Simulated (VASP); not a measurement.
The system is CdTe.

```
Cd Te
1.0
     0.00000    3.19271    3.27996
     3.19271    0.00000    3.27996
     3.19271    3.19271    0.00000
Cd Te
1 1
Direct
  0.00000 0.00000 0.00000
  0.25000 0.25000 0.25000
```

This cell differs from its parent crystal: biaxial xy strain -2.7%.

Program: VASP 6.6.1. Alike in all runs: task single point; potentials or basis VASP PAW PBE potentials, release 64 (Cd, Te); no spin polarisation; cell as given; cutoff (eV) 520.

Q: Order these runs on this cell by their band gap on the k mesh, lowest first.
A. level HSE06; k mesh 4 × 4 × 4; smearing gaussian 0.01 eV; grid for exact exchange (PRECFOCK) Normal; screening parameter 0.2079 1/Å
B. level PBE; k mesh 6 × 6 × 6; smearing fermi-dirac 0.02 eV
C. level r2SCAN; k mesh 6 × 6 × 6; smearing gaussian 0.01 eV

A: B (0.79 eV), C (1.30 eV), A (1.59 eV).

Caveats: some runs use coarse meshes; spin-orbit coupling is left out, which moves the levels of the heavy elements.
